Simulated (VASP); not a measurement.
# ZrB2 (P6/mmm) in VASP: further runs, part 2 of 2

VASP 6.6.1. Earlier steps stand in the parts before.

## Step 5: Single point, PBEsol

This run uses another cell than the first one, of 9.92 Å³/atom.

File INCAR:

```
  ALGO = Normal
  EDIFF = 1E-6
  ENCUT = 520
  GGA = PS
  ISIF = 2
  ISMEAR = -1
  LASPH = True
  LCHARG = False
  LREAL = False
  LWAVE = False
  NBANDS = 16
  NELM = 100
  PREC = Accurate
  SIGMA = 0.1
```

File KPOINTS:

```
k-points
0
Gamma
  16 16 12
```

File POSCAR:

```
ZrB2
1.0
    3.1398298233      0.0000000000      0.0000000000
   -1.5699149117      2.7191723906      0.0000000000
    0.0000000000      0.0000000000      3.4861813766
Zr B
1 2
Direct
    0.0000000000      0.0000000000      0.0000000000
    0.3333333333      0.6666666667      0.5000000000
    0.6666666667      0.3333333333      0.5000000000
```

Potentials or basis: VASP PAW PBE potentials, release 64 (Zr_sv, B).

The run is started by

```
> cat potpaw_PBE.64/Zr_sv/POTCAR potpaw_PBE.64/B/POTCAR > POTCAR
> mpirun -np 1 vasp_std > vasp.out
```

OUTCAR:

```text
EDIFF = 1E-6
   ENCUT = 520
   GGA = PS
   ISIF = 2
   ISMEAR = -1
   LASPH = True
   LREAL = False
   NELM = 100
   PREC = Accurate

 ion  position               nearest neighbor table
   1  0.000  0.000  0.000-   2 2.51   3 2.51   2 2.51   3 2.51   3 2.51   3 2.51   2 2.51   2 2.51
                             3 2.51   3 2.51   2 2.51   2 2.51
   2  0.333  0.667  0.500-   3 1.81   3 1.81   3 1.81   1 2.51   1 2.51   1 2.51   1 2.51   1 2.51
                             1 2.51
   3  0.667  0.333  0.500-   2 1.81   2 1.81   2 1.81   1 2.51   1 2.51   1 2.51   1 2.51   1 2.51
                             1 2.51

  LATTYP: Found a hexagonal cell.
 ALAT       =     3.1398298233
 C/A-ratio  =     1.1103090208

  Lattice vectors:

 A1 = (   3.1398298233,   0.0000000000,   0.0000000000)
 A2 = (  -1.5699149117,   2.7191723906,   0.0000000000)
 A3 = (   0.0000000000,   0.0000000000,   3.4861813766)

Analysis of symmetry for initial positions (statically):
=====================================================================
 Subroutine PRICEL returns:
 Original cell was already a primitive cell.

[... 167 lines left out ...]
  free energy    TOTEN  =       -26.39994081 eV

  energy without entropy =      -26.39170442  energy(sigma->0) =      -26.39582262

 E-fermi :  10.7881     XC(G=0): -12.6911

 val. band max:       10.7509769715   @ k =   0.0625   0.0625   0.5000
 cond. band min:      10.7928612469   @ k =   0.1875   0.1875   0.0833
 fundamental gap:      0.0418842754
 Fermi energy:        10.7880556252

 k-point     1 :       0.0000    0.0000    0.0000
  band No.  band energies     occupation
      1     -37.6026      2.00000
      2     -15.8477      2.00000
      3     -15.2390      2.00000
      4     -15.2390      2.00000
      5      -2.0523      2.00000
      6       8.0760      2.00000
[... 433 lines left out ...]
      3     -15.6728      2.00000
      4     -15.5836      2.00000
      5       0.5231      2.00000
      6       4.3311      2.00000
[... 8 lines left out ...]
     15      18.5892      0.00000
     16      20.7686      0.00000

 [... further k-points ...]
[... 5 lines left out ...]
  --------------------------------------------------------------------------------------
  -------------------------------------------------------------------------------------
  Total        0.8053679      0.8053679      0.8058305     -0.0000000      0.0000000      0.0000000
  in kB       43.3522903     43.3522903     43.3771957     -0.0000000      0.0000000      0.0000000
  external PRESSURE =      43.3605921 kB  Pullay stress =       0.0000000 kB

 VOLUME and BASIS-vectors are now :
 -----------------------------------------------------------------------------
  energy-cutoff  :      520.00
  volume of cell :       29.76
      direct lattice vectors                 reciprocal lattice vectors
     3.139829823  0.000000000  0.000000000     0.318488599  0.183879478  0.000000000
    -1.569914912  2.719172391  0.000000000     0.000000000  0.367758956  0.000000000
     0.000000000  0.000000000  3.486181377     0.000000000  0.000000000  0.286846808

 POSITION                                       TOTAL-FORCE (eV/Angst)
 -----------------------------------------------------------------------------------
      0.00000      0.00000      0.00000         0.000000      0.000000     -0.000000
     -0.00000      1.81278      1.74309        -0.000000      0.000000      0.000000
      1.56991      0.90639      1.74309         0.000000      0.000000     -0.000000
 -----------------------------------------------------------------------------------
    total drift:                               -0.000000      0.000000     -0.000000

  FREE ENERGIE OF THE ION-ELECTRON SYSTEM (eV)
  ---------------------------------------------------
  free  energy   TOTEN  =       -26.3999408134 eV

  energy  without entropy=      -26.3917044205  energy(sigma->0) =      -26.39582262
```

OSZICAR:

```text
N       E                     dE             d eps       ncg     rms          rms(c)
DAV:   1     0.101892283562E+03    0.10189E+03   -0.97232E+03  6720   0.113E+03
DAV:   2    -0.248517664933E+02   -0.12674E+03   -0.12155E+03  8800   0.292E+02
DAV:   3    -0.289341967158E+02   -0.40824E+01   -0.40664E+01 10256   0.446E+01
DAV:   4    -0.289872762308E+02   -0.53080E-01   -0.53070E-01  8120   0.475E+00
DAV:   5    -0.289883111434E+02   -0.10349E-02   -0.10349E-02 10312   0.456E-01    0.238E+01
DAV:   6    -0.264585255964E+02    0.25298E+01   -0.53883E+00  8776   0.160E+01    0.991E+00
DAV:   7    -0.264031737980E+02    0.55352E-01   -0.60681E-01  9264   0.498E+00    0.352E+00
DAV:   8    -0.264040962676E+02   -0.92247E-03   -0.10305E-01  7960   0.258E+00    0.401E-01
DAV:   9    -0.264003107013E+02    0.37856E-02   -0.19491E-02  8216   0.106E+00    0.208E-01
DAV:  10    -0.263999372561E+02    0.37345E-03   -0.18258E-03  8016   0.398E-01    0.357E-02
DAV:  11    -0.263999428157E+02   -0.55596E-05   -0.60910E-05  8656   0.736E-02    0.117E-02
DAV:  12    -0.263999410490E+02    0.17667E-05   -0.28928E-06  7984   0.151E-02    0.652E-03
DAV:  13    -0.263999408134E+02    0.23559E-06   -0.46237E-07  4416   0.646E-03
   1 F= -.26399941E+02 E0= -.26395823E+02  d E =-.823639E-02
```

Run time: 98 s. Hardware: 1 thread of Intel Xeon 8259CL, shared host; peak memory 0.22 GiB.

What came out:

```yaml
Free_energy: -26.3999 eV
Pressure: 4.3 GPa
Band_gap_on_the_k_mesh: zero (bands 9 and 10 overlap by 1.17 eV)
```

Levels at points of the mesh, in eV from the Fermi level:
```
           k point  band 6  band 7  band 8  band 9  band 10  band 11  band 12  band 13
(0.00, 0.00, 0.00)   -2.71   -2.71   -2.68   -2.27     3.54     3.54     4.40     4.40
(0.50, 0.00, 0.00)   -8.46   -3.99   -3.08   -2.80     2.33     2.39     5.14     5.25
(0.00, 0.00, 0.50)   -7.05   -0.97   -0.97    0.29     0.29     0.80     0.80     1.97
(0.50, 0.00, 0.50)   -6.98   -4.74   -4.25   -1.91     3.95     4.25     5.54     6.63
```

Caveat: the cell stands under pressure; the PAW data sets were made with another functional, which shifts forces and pressure a little.

## Step 6: Single point, PBEsol

This run uses another cell than the first one, of 10.00 Å³/atom.

File INCAR:

```
PREC = Accurate
ENCUT = 520
EDIFF = 1E-6
ISMEAR = -1
SIGMA = 0.1
LREAL = False
LASPH = True
NELM = 60
ALGO = Normal
ISIF = 2
LWAVE = False
LCHARG = True
GGA = PS
LELF = True
LVHAR = True
NBANDS = 16
```

File KPOINTS:

```
Automatic mesh
0
Gamma
  16 16 12
```

File POSCAR:

```
ZrB2
1.0
    3.1475153291      0.0000000000      0.0000000000
   -1.5737576645      2.7258282338      0.0000000000
    0.0000000000      0.0000000000      3.4959734948
Zr B
1 2
Direct
    0.0000000000      0.0000000000      0.0000000000
    0.3333333333      0.6666666667      0.5000000000
    0.6666666667      0.3333333333      0.5000000000
```

Potentials or basis: VASP PAW PBE potentials, release 64 (Zr_sv, B).

The run is started by

```
> cat potpaw_PBE.64/Zr_sv/POTCAR potpaw_PBE.64/B/POTCAR > POTCAR
> mpirun -np 1 vasp_std > vasp.out
```

It took 2.2 min on 1 thread of Intel Xeon 8259CL, shared host; peak memory 0.22 GiB.

It converged, with:

| Property | Result |
| --- | --- |
| Free energy | -26.4049 eV |
| Pressure | 2.3 GPa |
| Band gap on the k mesh | zero (bands 9 and 10 overlap by 1.16 eV) |

Levels at points of the mesh, in eV from the Fermi level:
```
           k point  band 5  band 6  band 7  band 8  band 9  band 10  band 11  band 12  band 13  band 14
(0.00, 0.00, 0.00)  -12.81   -2.69   -2.69   -2.67   -2.28     3.51     3.51     4.35     4.35     5.03
(0.50, 0.00, 0.00)   -9.06   -8.46   -3.96   -3.07   -2.78     2.31     2.37     5.09     5.19     6.67
(0.00, 0.00, 0.50)  -10.63   -7.03   -0.96   -0.96    0.29     0.29     0.79     0.79     1.94     5.09
(0.50, 0.00, 0.50)  -10.01   -6.97   -4.71   -4.22   -1.93     3.91     4.21     5.49     6.55     6.73
```

Caveat: the PAW data sets were made with another functional, which shifts forces and pressure a little.

## Step 7: Summary

```tsv
cell	gap on the mesh (eV)	pressure (GPa)
a = 3.102, b = 3.102, c = 3.437 Å, angles 90.0, 90.0, 120.0°, 3 atoms	none	15.4
a = 3.118, b = 3.118, c = 3.458 Å, angles 90.0, 90.0, 120.0°, 3 atoms	none	10.4
a = 3.129, b = 3.129, c = 3.472 Å, angles 90.0, 90.0, 120.0°, 3 atoms	none	7.3
a = 3.140, b = 3.140, c = 3.486 Å, angles 90.0, 90.0, 120.0°, 3 atoms	none	4.3
a = 3.148, b = 3.148, c = 3.496 Å, angles 90.0, 90.0, 120.0°, 3 atoms	none	2.3
```

Alike in all rows: task single point; level PBEsol; potentials or basis VASP PAW PBE potentials, release 64 (Zr_sv, B); no spin polarisation; k mesh 16 × 16 × 12; cutoff (eV) 520; smearing fermi-dirac 0.1 eV.

Caveats: the PAW data sets were made with another functional, which shifts forces and pressure a little; the cell stands under pressure (at least some runs).

Total energies depend on the potentials used, so only differences within one code and one set of settings carry meaning.

The gap in the log of VASP goes by the Fermi energy; the results here count the filled bands.